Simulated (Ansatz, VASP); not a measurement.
## ZnRe: VASP beside Ansatz

The input INCAR:

```
ALGO = Normal
EDIFF = 1E-6
ENCUT = 500
GGA = PS
GGA_COMPAT = False
ISIF = 2
ISMEAR = 0
LASPH = True
LCHARG = False
LREAL = False
LWAVE = False
NBANDS = 20
NELM = 120
PREC = Accurate
SIGMA = 0.15
```

The input KPOINTS:

```
k-points
0
Gamma
  21 21 10
```

The input POSCAR:

```
ZnRe
1.0
    2.7482183437      0.0000000000      0.0000000000
   -1.3741091718      2.3800269008      0.0000000000
    0.0000000000      0.0000000000      4.4940660000
Zn Re
1 1
Direct
    0.0000000000      0.0000000000      0.0000000000
    0.3697205441      0.7030538774      0.5000000000
```

Input for Ansatz:

```yaml
crystal:
  lattice:
    - [2.7482183437, 0.0, 0.0]
    - [-1.3741091718, 2.3800269008, 0.0]
    - [0.0, 0.0, 4.494066]
  atoms:
    - { symbol: Zn, position: [0.0, 0.0, 0.0] }
    - { symbol: Re, position: [0.3697205441, 0.7030538774, 0.5] }
basis:
  ecutwfc: 420
kpoints:
  mp_grid: { grid: [21, 21, 10] }
hamiltonian:
  xc: pbesol
scf:
  occupations: { method: gaussian, width: 0.15 }
output:
  forces: true
  stress: true
  eigenvalues: true
```

Change from the starting cell: all Re atoms moved -0.100 Å, as atom 2 towards its neighbour atom 2 (Re) at 2.748 Å.

Alike in both runs: task single point; functional PBEsol; k mesh 21 × 21 × 10; occupations gaussian, width 0.15 eV; no spin polarisation.

```csv
,VASP,Ansatz
version,VASP 6.6.1,Ansatz 0.2.0
potentials or method,"VASP PAW PBE potentials, release 64 (Zn, Re_sv_GW), cutoff 500 eV","scalar-relativistic, plane waves, PAW"
valence electrons in the cell,27,27
```

Ansatz gave:

- gap on the k mesh at the Fermi level (eV): none
- pressure (GPa): -9.1
- traceless stress, the component that is largest in VASP (GPa): -0.57
- rms of the force components (eV/Å): 0.099

**Question.** What did VASP give for the same quantities?

**Answer.** gap on the k mesh at the Fermi level (eV): none; pressure (GPa): -10.0; traceless stress, the component that is largest in VASP (GPa): -0.72; rms of the force components (eV/Å): 0.100.

VASP's potentials were made for PBE, not for PBEsol. Atom by atom the forces differ by 0.000 eV/Å (rms over components). A gap of «none» marks a metal or a gap that the smearing closes. With one functional, cell and mesh, what is left measures potentials, basis and numerics.

Neither program's run includes spin-orbit coupling.
